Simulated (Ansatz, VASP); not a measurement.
Two plane-wave programs on RbBr

```xyz
2
Lattice="0.0000 3.4031 3.4031 3.4031 0.0000 3.4031 3.4031 3.4031 0.0000" Properties=species:S:1:pos:R:3 pbc="T T T"
Rb    0.0000    0.0000    0.0000
Br    3.4031    3.4031    3.4031
```

Alike in both runs: task single point; functional r2SCAN; k mesh 7 × 7 × 7; no spin polarisation.

|  | VASP | Ansatz |
| --- | --- | --- |
| version | VASP 6.6.1 | Ansatz 0.2.0 |
| potentials or method | VASP PAW PBE potentials, release 64 (Rb_sv, Br), cutoff 520 eV | PAW plane waves |
| occupations | fermi-dirac, width 0.1 eV | fermi-dirac |
| valence electrons in the cell | 16 | 16 |

```csv
,VASP,Ansatz,Ansatz less VASP
gap on the k mesh at the Fermi level (eV),5.03,5.03,+0.001
pressure (GPa),0.8,0.8,+0.02
```

VASP's potentials were made for PBE, not for r2SCAN.
